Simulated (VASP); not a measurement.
# CsH in VASP: further runs

Runs on CsH. Level: r2SCAN. Tasks: single point.

Everything below comes from runs of VASP 6.6.1. Logs are shortened: lines on timing, memory, paths and dates and some standing lists are left out, and cuts for length are marked.

### Step 1. The cell of the first run

Symmetry: I4/mmm, No. 139, tetragonal system. Conventional cell: a = 4.418 Å, b = 4.418 Å, c = 6.453 Å, α = 90.00°, β = 90.00°, γ = 90.00°. Cs (site symmetry 4/mmm) has 6 H at 3.12 to 3.23 Å within 4.1 Å. H (site symmetry 4/mmm) has 6 Cs at 3.12 to 3.23 Å within 4.1 Å.

### Step 2. Single point, r2SCAN (biaxial strain in the a-b plane: -2.0 %)

POSCAR

```
CsH
1.0
    3.1242400000      3.1242400000      0.0000000000
   -3.1242400000      3.1242400000      0.0000000000
    0.0000000000      0.0000000000      6.4525120000
Cs H
2 2
Direct
    0.0000000000      0.0000000000      0.0000000000
    0.5000000000      0.5000000000      0.5000000000
    0.5000000000      0.5000000000      0.0000000000
    0.0000000000      0.0000000000      0.5000000000
```

INCAR.step1

```
ALGO = Normal
EDIFF = 1E-4
ENCUT = 520
GGA = PE
ISMEAR = 0
LASPH = T
LCHARG = F
LREAL = F
LWAVE = T
NBANDS = 18
NELM = 80
PREC = Accurate
SIGMA = 0.02
```

INCAR.step2

```
ALGO = Normal
EDIFF = 1E-7
ENCUT = 520
ISIF = 2
ISMEAR = 0
ISTART = 1
LASPH = T
LCHARG = T
LELF = T
LMIXTAU = T
LREAL = F
LVHAR = T
LWAVE = F
METAGGA = R2SCAN
NBANDS = 18
NELM = 80
PREC = Accurate
SIGMA = 0.02
```

KPOINTS

```
k-points
0
Gamma
  6 6 4
```

Potentials or basis: VASP PAW PBE potentials, release 64 (Cs_sv, H).

Command:

```console
$ cat potpaw_PBE.64/Cs_sv/POTCAR potpaw_PBE.64/H/POTCAR > POTCAR
$ cp INCAR.step1 INCAR
$ mpirun -np 1 vasp_std > vasp.out
$ cp INCAR.step2 INCAR
$ mpirun -np 1 vasp_std > vasp.out
```

OUTCAR:

```text
EDIFF = 1E-7
   ENCUT = 520
   ISIF = 2
   ISMEAR = 0
   ISTART = 1
   LASPH = T
   LREAL = F
   METAGGA = R2SCAN
   NELM = 80
   PREC = Accurate

 ion  position               nearest neighbor table
   1  0.000  0.000  0.000-
   2  0.500  0.500  0.500-
   3  0.500  0.500  0.000-
   4  0.000  0.000  0.500-

  LATTYP: Found a simple tetragonal cell.
 ALAT       =     4.4183425801
 C/A-ratio  =     1.4603919644

  Lattice vectors:

 A1 = (   3.1242400000,   3.1242400000,   0.0000000000)
 A2 = (  -3.1242400000,   3.1242400000,   0.0000000000)
 A3 = (   0.0000000000,   0.0000000000,   6.4525120000)

Analysis of symmetry for initial positions (statically):
=====================================================================
 Subroutine PRICEL returns following result:

  LATTYP: Found a body centered tetragonal cell.
 ALAT       =     4.4183425801
 C/A-ratio  =     1.4603919644

  Lattice vectors:

 A1 = (   3.1242400000,   0.0000000000,  -3.2262560000)
 A2 = (  -3.1242400000,   0.0000000000,  -3.2262560000)
 A3 = (   0.0000000000,   3.1242400000,   3.2262560000)

   2 primitive cells build up your supercell.

 Routine SETGRP: Setting up the symmetry group for a
 simple tetragonal supercell.

 Subroutine GETGRP returns: Found 16 space group operations
 (whereof 16 operations were pure point group operations)
 out of a pool of 16 trial point group operations.

The static configuration has the point symmetry D_4h.

Analysis of symmetry for dynamics (positions and initial velocities):
=====================================================================
 Subroutine PRICEL returns following result:

  LATTYP: Found a body centered tetragonal cell.
 ALAT       =     4.4183425801
 C/A-ratio  =     1.4603919644

  Lattice vectors:

 A1 = (   3.1242400000,   0.0000000000,  -3.2262560000)
 A2 = (  -3.1242400000,   0.0000000000,  -3.2262560000)
 A3 = (   0.0000000000,   3.1242400000,   3.2262560000)

   2 primitive cells build up your supercell.

 Routine SETGRP: Setting up the symmetry group for a
 simple tetragonal supercell.

 Subroutine GETGRP returns: Found 16 space group operations
 (whereof 16 operations were pure point group operations)
 out of a pool of 16 trial point group operations.

The dynamic configuration has the point symmetry D_4h.

 Subroutine INISYM returns: Found 16 space group operations
 (whereof 16 operations are pure point group operations),
 and found     2 'primitive' translations

----------------------------------------------------------------------------------------

                                     Primitive cell

  volume of cell :      62.9822

  direct lattice vectors                    reciprocal lattice vectors
     3.124240000  0.000000000 -3.226256000     0.160038921  0.160038921 -0.154978402
    -3.124240000  0.000000000 -3.226256000    -0.160038921  0.160038921 -0.154978402
     0.000000000  3.124240000  3.226256000     0.000000000  0.320077843  0.000000000

  length of vectors
     4.491058155  4.491058155  4.491058155     0.274304972  0.274304972  0.320077843

  position of ions in fractional coordinates (direct lattice)
     0.000000000  0.000000000  0.000000000
     0.500000000  0.500000000  0.000000000

  ion indices of the primitive-cell ions
   primitive index   ion index
                 1           1
                 2           4

----------------------------------------------------------------------------------------

 KPOINTS: k-points

Automatic generation of k-mesh.
 Grid dimensions read from file:
 generate k-points for:    6    6    4

 Generating k-lattice:

  Cartesian coordinates                     Fractional coordinates (reciprocal lattice)
     0.026673154  0.026673154  0.000000000     0.166666667  0.000000000  0.000000000
    -0.026673154  0.026673154  0.000000000     0.000000000  0.166666667  0.000000000
     0.000000000  0.000000000  0.038744601     0.000000000  0.000000000  0.250000000

  Length of vectors
     0.037721536  0.037721536  0.038744601

  Shift w.r.t. Gamma in fractional coordinates (k-lattice)
     0.000000000  0.000000000  0.000000000

 Subroutine IBZKPT returns following result:
 ===========================================

 Found     30 irreducible k-points:

 Following reciprocal coordinates:
            Coordinates               Weight
  0.000000  0.000000  0.000000      1.000000
  0.166667  0.000000  0.000000      4.000000
  0.333333  0.000000  0.000000      4.000000
  0.500000  0.000000  0.000000      2.000000
  0.166667  0.166667  0.000000      4.000000
  0.333333  0.166667  0.000000      8.000000
[... 16 lines left out ...]
  0.333333  0.000000  0.500000      4.000000
  0.500000  0.000000  0.500000      2.000000
 [... further k-points ...]
   k-points           NKPTS =     30   k-points in BZ     NKDIM =     30   number of bands    NBANDS=     18
   number of dos      NEDOS =    301   number of ions     NIONS =      4
   total plane-waves  NPLWV =  62208
   dimension x,y,z NGX =    36 NGY =   36 NGZ =   48
   dimension x,y,z NGXF=    72 NGYF=   72 NGZF=   96
   ions per type =               2   2
   NGX,Y,Z   is equivalent  to a cutoff of  13.55, 13.55, 12.37 a.u.
   NGXF,Y,Z  is equivalent  to a cutoff of  27.09, 27.09, 24.73 a.u.
 SYSTEM =  unknown system
   PREC   = accura    normal or accurate (medium, high low for compatibility)
   ISTART =      1    job   : 0-new  1-cont  2-samecut
   ICHARG =      0    charge: 1-file 2-atom 10-const
   ISPIN  =      1    spin polarized calculation?
   LNONCOLLINEAR =      F non collinear calculations
   LSORBIT =      F    spin-orbit coupling
   LASPH  =      T    aspherical Exc in radial PAW
   ENCUT  =  520.0 eV  38.22 Ry    6.18 a.u.   8.22  8.22 12.00*2*pi/ulx,y,z
   NELM   =     80;   NELMIN=  2; NELMDL=  0     # of ELM steps
   EDIFF  = 0.1E-06   stopping-criterion for ELM
   LREAL  =      F    real-space projection
   EDIFFG = 0.1E-05   stopping-criterion for IOM
   NSW    =      0    number of steps for IOM
   IBRION =     -1    ionic relax: 0-MD 1-quasi-New 2-CG
   NFREE  =      0    steps in history (QN), initial steepest desc. (CG)
   ISIF   =      2    stress and relaxation
   ISYM   =      2    0-nonsym 1-usesym 2-fastsym
   POTIM  = 0.5000    time-step for ionic-motion
   TEBEG  =    0.0;   TEEND  =   0.0 temperature during run
   PSTRESS=    0.0 pullay stress
   NELECT =      20.0000    total number of electrons
   NUPDOWN=      -1.0000    fix difference up-down
   EMIN   =  10.00;   EMAX   =-10.00  energy-range for DOS
   EFERMI =   0.00;   METHOD = LEGACY
   ISMEAR =     0;   SIGMA  =   0.02  broadening in eV -4-tet -1-fermi 0-gaus
   EFERMI_NEDOS =   21; number of points for ismear=-14 and -15
   IALGO  =     38    algorithm
   IMIX   =      4    mixing-type and parameters
     AMIX     =   0.40;   BMIX     =  1.00
     AMIX_MAG =   1.60;   BMIX_MAG =  1.00
  volume/ion in A,a.u.               =      31.49       212.51
  Fermi-wavevector in a.u.,A,eV,Ry     =   0.886480  1.675204 10.692096  0.785847
  Thomas-Fermi vector in A             =   2.007652
   LORBIT       =      0    0 simple, 1 ext, 2 COOP (PROOUT), +10 PAW based schemes
   METAGGA = R2SCAN    functional components
   LHFCALC =     F    Hartree Fock is set to
   AEXX    =    0.0000 exact exchange contribution
   IVDW    =     0    specifies the selected vdW correction
   LEPSILON=     F    determine dielectric tensor
   LRPA    =     F    only Hartree local field effects (RPA)
 non-spin polarized calculation
 Gauss-broadening in eV      SIGMA  =   0.02
  energy-cutoff  :      520.00
  volume of cell :      125.96
 maximum number of plane-waves:      3420
 NGX is ok and might be reduce to    36
   NGX = 17   NGY = 17   NGZ = 23

 number of electron      20.0000000 magnetization

 Free energy of the ion-electron system (eV)
  ---------------------------------------------------
  ext. energy  EPLUGINS =         0.00000000
  ---------------------------------------------------
  free energy    TOTEN  =       -57.96562857 eV

  energy without entropy =      -57.96562857  energy(sigma->0) =      -57.96562857

 E-fermi :   0.1811     XC(G=0):  -7.6705

 val. band max:        0.0304724564   @ k =   0.5000   0.0000   0.5000
 cond. band min:       2.6539995509   @ k =   0.5000   0.0000   0.5000
 fundamental gap:      2.6235270945
 Fermi energy:         0.1810737657

 k-point     1 :       0.0000    0.0000    0.0000
  band No.  band energies     occupation
      1     -22.0590      2.00000
      2     -21.9466      2.00000
      3      -8.9028      2.00000
      4      -8.3665      2.00000
      5      -8.3665      2.00000
      6      -8.1403      2.00000
[... 10 lines left out ...]
     17       7.5919      0.00000
     18       7.8645      0.00000

 k-point     2 :       0.1667    0.0000    0.0000
  band No.  band energies     occupation
      1     -22.0430      2.00000
      2     -21.9453      2.00000
      3      -8.8434      2.00000
      4      -8.4969      2.00000
      5      -8.3368      2.00000
      6      -8.2762      2.00000
[... 10 lines left out ...]
     17       7.1241      0.00000
     18       7.4397      0.00000

 k-point     3 :       0.3333    0.0000    0.0000
  band No.  band energies     occupation
      1     -22.0052      2.00000
      2     -21.9484      2.00000
      3      -8.7271      2.00000
      4      -8.6853      2.00000
      5      -8.6083      2.00000
      6      -8.2988      2.00000
[... 10 lines left out ...]
     17       6.4945      0.00000
     18       7.2817      0.00000

 k-point     4 :       0.5000    0.0000    0.0000
  band No.  band energies     occupation
      1     -21.9681      2.00000
      2     -21.9681      2.00000
      3      -8.7980      2.00000
      4      -8.7980      2.00000
      5      -8.4823      2.00000
      6      -8.4823      2.00000
[... 375 lines left out ...]
      4      -8.6800      2.00000
      5      -8.2579      2.00000
      6      -8.2579      2.00000
[... 10 lines left out ...]
     17       6.9941      0.00000
     18       6.9941      0.00000

 k-point    23 :       0.3333    0.0000    0.5000
  band No.  band energies     occupation
      1     -21.9765      2.00000
      2     -21.9765      2.00000
      3      -8.9090      2.00000
      4      -8.9090      2.00000
      5      -8.2550      2.00000
      6      -8.2550      2.00000
[... 10 lines left out ...]
     17       7.3863      0.00000
     18       7.3863      0.00000

 k-point    24 :       0.5000    0.0000    0.5000
  band No.  band energies     occupation
      1     -21.9676      2.00000
      2     -21.9676      2.00000
      3      -9.0237      2.00000
      4      -9.0237      2.00000
      5      -8.2447      2.00000
      6      -8.2447      2.00000
[... 10 lines left out ...]
     17       7.9096      0.00000
     18       7.9096      0.00000

 [... further k-points ...]
[... 5 lines left out ...]
  --------------------------------------------------------------------------------------
  -------------------------------------------------------------------------------------
  Total        0.4974629      0.4974629     -0.1252033      0.0000000      0.0000000      0.0000000
  in kB        6.3273773      6.3273773     -1.5924979      0.0000000      0.0000000      0.0000000
  external PRESSURE =       3.6874189 kB  Pullay stress =       0.0000000 kB

 VOLUME and BASIS-vectors are now :
 -----------------------------------------------------------------------------
  energy-cutoff  :      520.00
  volume of cell :      125.96
      direct lattice vectors                 reciprocal lattice vectors
     3.124240000  3.124240000  0.000000000     0.160038921  0.160038921  0.000000000
    -3.124240000  3.124240000  0.000000000    -0.160038921  0.160038921  0.000000000
     0.000000000  0.000000000  6.452512000     0.000000000  0.000000000  0.154978402

 POSITION                                       TOTAL-FORCE (eV/Angst)
 -----------------------------------------------------------------------------------
      0.00000      0.00000      0.00000         0.000000      0.000000      0.000000
      0.00000      3.12424      3.22626         0.000000     -0.000000     -0.000000
      0.00000      3.12424      0.00000        -0.000000      0.000000      0.000000
      0.00000      0.00000      3.22626        -0.000000      0.000000      0.000000
 -----------------------------------------------------------------------------------
    total drift:                               -0.000000      0.000000      0.000000

  FREE ENERGIE OF THE ION-ELECTRON SYSTEM (eV)
  ---------------------------------------------------
  free  energy   TOTEN  =       -57.9656285735 eV

  energy  without entropy=      -57.9656285735  energy(sigma->0) =      -57.96562857
```

Run time: 3.1 min. Hardware: 1 thread of Intel Xeon 6975P-C (Granite Rapids), shared host; peak memory 0.27 GiB.

Results:

- Free energy: -57.9656 eV
- Pressure: 0.4 GPa
- Band gap on the k mesh: 2.62 eV

Levels at points of the mesh, in eV from the valence-band top:
```
           k point  band 8  band 9  band 10  band 11  band 12  band 13
(0.00, 0.00, 0.00)   -8.13   -1.71    -1.23     3.51     5.58     5.74
(0.50, 0.00, 0.00)   -8.21   -0.38    -0.38     3.73     3.73     4.42
(0.50, 0.50, 0.00)   -8.45   -1.24    -1.24     3.41     3.41     6.29
(0.00, 0.00, 0.50)   -8.27   -1.06    -1.06     4.27     4.27     4.71
(0.50, 0.00, 0.50)   -8.21    0.00     0.00     2.62     2.62     5.12
(0.50, 0.50, 0.50)   -8.49   -0.86    -0.86     4.58     4.58     4.58
```

Caveat: the cell differs from its parent crystal (biaxial strain in the a-b plane: -2.0 %); the PAW data sets were made with another functional, which shifts forces and pressure a little; spin-orbit coupling is left out, which moves the levels of the heavy elements. A k mesh can miss the band edges.

### Step 3. Single point, r2SCAN

This run uses another cell than the first one, of 32.40 Å³/atom, 1.029 times its volume.

POSCAR

```
CsH
1.0
    3.1880000000      3.1880000000      0.0000000000
   -3.1880000000      3.1880000000      0.0000000000
    0.0000000000      0.0000000000      6.3760000000
Cs H
2 2
Direct
    0.0000000000      0.0000000000      0.0000000000
    0.5000000000      0.5000000000      0.5000000000
    0.5000000000      0.5000000000      0.0000000000
    0.0000000000      0.0000000000      0.5000000000
```

INCAR.step1

```
SYSTEM = CsH
PREC = Accurate ; ENCUT = 520
ISMEAR = 0 ; SIGMA = 0.02
LREAL = .False. ; LASPH = .True.
NELM = 60 ; NBANDS = 18
GGA = PE ; ALGO = Normal
EDIFF = 1E-4 ; LWAVE = .True.
LCHARG = .False.
```

INCAR.step2

```
SYSTEM = CsH
PREC = Accurate ; ENCUT = 520
EDIFF = 1E-7 ; ISMEAR = 0
SIGMA = 0.02 ; LREAL = .False.
LASPH = .True. ; NELM = 60
ALGO = Normal ; ISIF = 2
LWAVE = .False. ; LCHARG = .False.
METAGGA = R2SCAN ; LMIXTAU = .True.
NBANDS = 18 ; ISTART = 1
```

KPOINTS

```
regular mesh
0
Gamma
  6 6 4
  0 0 0
```

Potentials or basis: VASP PAW PBE potentials, release 64 (Cs_sv, H).

Command:

```console
$ cat potpaw_PBE.64/Cs_sv/POTCAR potpaw_PBE.64/H/POTCAR > POTCAR
$ cp INCAR.step1 INCAR
$ mpirun -np 1 vasp_std > vasp.out
$ cp INCAR.step2 INCAR
$ mpirun -np 1 vasp_std > vasp.out
```

Run time: 3.5 min. Hardware: 1 thread of Intel Xeon 6975P-C (Granite Rapids), shared host; peak memory 0.27 GiB.

It converged, with:

| Property | Result |
| --- | --- |
| Free energy | -57.9774 eV |
| Pressure | 0.0 GPa |
| Band gap on the k mesh | 2.66 eV |

Levels at points of the mesh, in eV from the valence-band top:
| k point | band 7 | band 8 | band 9 | band 10 | band 11 | band 12 | band 13 | band 14 |
| --- | --- | --- | --- | --- | --- | --- | --- | --- |
| (0.00, 0.00, 0.00) | -8.16 | -8.16 | -1.65 | -1.15 | 3.50 | 5.69 | 5.69 | 5.69 |
| (0.50, 0.00, 0.00) | -8.25 | -8.25 | -0.42 | -0.42 | 3.71 | 3.71 | 4.54 | 4.54 |
| (0.50, 0.50, 0.00) | -8.43 | -8.43 | -1.15 | -1.15 | 3.50 | 3.50 | 6.08 | 6.08 |
| (0.00, 0.00, 0.50) | -8.30 | -8.30 | -0.95 | -0.95 | 4.29 | 4.29 | 4.81 | 4.81 |
| (0.50, 0.00, 0.50) | -8.25 | -8.25 | 0.00 | 0.00 | 2.66 | 2.66 | 5.25 | 5.25 |
| (0.50, 0.50, 0.50) | -8.47 | -8.47 | -0.73 | -0.73 | 4.57 | 4.57 | 4.57 | 4.57 |

Caveat: the PAW data sets were made with another functional, which shifts forces and pressure a little; spin-orbit coupling is left out, which moves the levels of the heavy elements. A k mesh can miss the band edges.

### Step 4. Single point, r2SCAN

This run uses another cell than the first one, of 32.40 Å³/atom, 1.029 times its volume.

POSCAR is that of step 3.

INCAR.step1

```
  ALGO = Normal
  EDIFF = 1E-4
  ENCUT = 520
  GGA = PE
  ISMEAR = 0
  LASPH = True
  LCHARG = False
  LREAL = False
  LWAVE = True
  NBANDS = 18
  NELM = 100
  PREC = Accurate
  SIGMA = 0.02
```

INCAR.step2

```
  ALGO = Normal
  EDIFF = 1E-6
  ENCUT = 520
  ISIF = 2
  ISMEAR = 0
  ISTART = 1
  LASPH = True
  LCHARG = False
  LMIXTAU = True
  LREAL = False
  LWAVE = False
  METAGGA = R2SCAN
  NBANDS = 18
  NELM = 100
  PREC = Accurate
  SIGMA = 0.02
```

KPOINTS

```
k-points
0
Gamma
  6 6 4
```

Command:

```console
$ cat potpaw_PBE.64/Cs_sv/POTCAR potpaw_PBE.64/H/POTCAR > POTCAR
$ cp INCAR.step1 INCAR
$ mpirun -np 1 vasp_std > vasp.out
$ cp INCAR.step2 INCAR
$ mpirun -np 1 vasp_std > vasp.out
```

Run time: 2.7 min. Hardware: 1 thread of Intel Xeon 6975P-C (Granite Rapids), shared host; peak memory 0.28 GiB.

Results (log left out):

```yaml
Free_energy: -57.9774 eV
Pressure: 0.0 GPa
Band_gap_on_the_k_mesh: 2.66 eV
```

Levels at points of the mesh, in eV from the valence-band top:
```tsv
k point	band 7	band 8	band 9	band 10	band 11	band 12	band 13	band 14
(0.00, 0.00, 0.00)	-8.16	-8.16	-1.65	-1.15	3.50	5.69	5.69	5.69
(0.50, 0.00, 0.00)	-8.25	-8.25	-0.42	-0.42	3.71	3.71	4.54	4.54
(0.50, 0.50, 0.00)	-8.43	-8.43	-1.15	-1.15	3.50	3.50	6.08	6.08
(0.00, 0.00, 0.50)	-8.30	-8.30	-0.95	-0.95	4.29	4.29	4.81	4.81
(0.50, 0.00, 0.50)	-8.25	-8.25	0.00	0.00	2.66	2.66	5.25	5.25
(0.50, 0.50, 0.50)	-8.47	-8.47	-0.73	-0.73	4.57	4.57	4.57	4.57
```

Caveat: the PAW data sets were made with another functional, which shifts forces and pressure a little; spin-orbit coupling is left out, which moves the levels of the heavy elements.
